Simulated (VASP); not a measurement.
Wanted: the native input for a VASP 6.6.1 run.

- Task: single point
- Functional: BLYP
- Potentials or basis: VASP PAW PBE potentials, release 64 (Ti_sv)
- Cutoff: 520 eV
- k mesh: 11 × 11 × 11
- Occupations: fermi-dirac, width 0.1 eV
- Spin: no spin polarisation
- Dipole correction: no
- Further INCAR settings: ALGO = Normal; EDIFF = 1e-06; NBANDS = 19

The structure of Ti lies in POSCAR:

```
Ti
1.0
    0.0000000000      3.0249752813      3.0249752813
    3.0249752813      0.0000000000      3.0249752813
    3.0249752813      3.0249752813      0.0000000000
Ti
2
Direct
    0.1250000000      0.1250000000      0.1250000000
    0.8750000000      0.8750000000      0.8750000000
```

This cell differs from its parent crystal: volume scaled by 1.12.

The input as run:

INCAR

```
SYSTEM = Ti
AGGAC    = 1.0          
AGGAX    = 1.0          
ALDAC    = 0.0          
ALDAX    = 1.0          
ALGO     = Normal         ! electronic algorithm
EDIFF    = 1E-6           ! SCF threshold, eV
ENCUT    = 520            ! plane-wave cutoff, eV
GGA      = B5             ! functional
ISIF     = 2              ! what is computed and relaxed
ISMEAR   = -1             ! smearing method
LASPH    = .TRUE.         ! aspherical terms in the spheres
LCHARG   = .FALSE.        ! write CHGCAR
LREAL    = .FALSE.        ! projectors in reciprocal space
LWAVE    = .FALSE.        ! write WAVECAR
NBANDS   = 19             ! bands
NELM     = 80             ! most SCF steps
PREC     = Accurate       ! precision mode
SIGMA    = 0.1            ! smearing width, eV
```

KPOINTS

```
k-points
0
G
  11 11 11
  0 0 0
```

Potentials or basis: VASP PAW PBE potentials, release 64 (Ti_sv).

Launch:

```console
$ cat potpaw_PBE.64/Ti_sv/POTCAR > POTCAR
$ mpirun -np 1 vasp_std > vasp.out
```

It gave:

```json
{
  "Pressure": "-2.3 GPa",
  "Band gap on the k mesh": "zero (band 12 reaches 4.38 eV, above the bottom of band 13 at 4.23 eV)"
}
```

Caveat: the PAW data sets were made with another functional, which shifts forces and pressure a little.

It took 60 s on 1 thread of Intel(R) Xeon(R) Platinum 8259CL CPU @ 2.50GHz (Skylake/Cascade Lake), on a shared host, peak memory 0.19 GiB.
